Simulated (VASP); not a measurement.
Au:

```
Au
1.0
     2.63589    0.00000    0.00000
     0.00000    2.63589    0.00000
     0.00000    0.00000    2.63589
Au
1
Direct
  0.00000 0.00000 0.00000
```

This isn't the form of Au at room conditions, which is fcc.

```yaml
Program: VASP 6.6.1
Task: relaxation of cell and atoms
Functional: PBE
Potentials_or_basis: VASP PAW PBE potentials, release 64 (Au)
Cutoff: 600 eV
k_mesh: 12 × 12 × 12
Occupations: fermi-dirac, width 0.1 eV
Spin: no spin polarisation
```

At the start: pressure 18.4 GPa; volume 18.31 Å³/atom.

Question: How do energy, volume and symmetry change on relaxing?

Answer: Over 18 steps the energy falls by 120.1 meV/atom and the volume is 20.71 Å³/atom (+13.1 %); space group Pm-3m (No. 221, to 0.1 Å) before and after.

Step by step:
```csv
step,energy change (eV),largest force (eV/Å),pressure (GPa),volume (Å³)
1,0.0000,0.0000,18.35,18.31
2,0.0325,0.0000,-10.79,24.46
3,-0.1200,0.0000,-0.46,20.81
4,-0.1201,0.0000,-0.11,20.74
5,-0.1201,0.0000,0.15,20.69
6,-0.1201,0.0000,0.16,20.69
7,-0.1201,0.0000,0.17,20.69
8,-0.1201,0.0000,0.15,20.69
9,-0.1201,0.0000,0.15,20.69
10,-0.1201,0.0000,0.15,20.69
11,-0.1201,0.0000,0.15,20.69
12,-0.1201,0.0000,0.15,20.69
13,-0.1201,0.0000,0.15,20.69
14,-0.1201,0.0000,0.15,20.69
15,-0.1201,0.0000,0.15,20.69
16,-0.1201,0.0000,0.12,20.69
17,-0.1201,0.0000,0.10,20.70
18,-0.1201,0.0000,0.05,20.71
```

Final structure:
```
Au
1.0
     2.74606    0.00000    0.00000
     0.00000    2.74606    0.00000
     0.00000    0.00000    2.74606
Au
1
Direct
  0.00000 0.00000 0.00000
```
